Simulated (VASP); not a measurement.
Here is a VASP 6.6.1 calculation.

The input INCAR:

```
SYSTEM = PbF2
ALGO = Normal ; EDIFF = 1E-6
ENCUT = 520 ; GGA = PE
ISIF = 2 ; ISMEAR = 0
LASPH = .True. ; LCHARG = .False.
LREAL = .False. ; LWAVE = .False.
NBANDS = 21 ; NELM = 60
PREC = Accurate ; SIGMA = 0.05
```

KPOINTS

```
k-points
0
Gamma
  8 8 8
  0 0 0
```

The input POSCAR:

```
PbF2
1.0
    0.0000000000      3.0589455000      3.0589455000
    3.0589455000      0.0000000000      3.0589455000
    3.0589455000      3.0589455000      0.0000000000
Pb F
1 2
Direct
    0.0000000000      0.0000000000      0.0000000000
    0.2500000000      0.2500000000      0.2500000000
    0.7500000000      0.7500000000      0.7500000000
```

Potentials or basis: VASP PAW PBE potentials, release 64 (Pb_d, F).

Launch:

```sh
$ cat potpaw_PBE.64/Pb_d/POTCAR potpaw_PBE.64/F/POTCAR > POTCAR
$ mpirun -np 1 vasp_std > vasp.out
```

Question: Estimate the pressure.

Answer: -3.6 GPa.

Question: Estimate the band gap on the k mesh.

Answer: 4.38 eV, indirect (least direct gap 4.54 eV).

Caveat: the cell differs from its parent crystal (strain +0.030 along x and y, +0.030 along z); spin-orbit coupling is left out, which moves the levels of the heavy elements. A k mesh can miss the band edges.
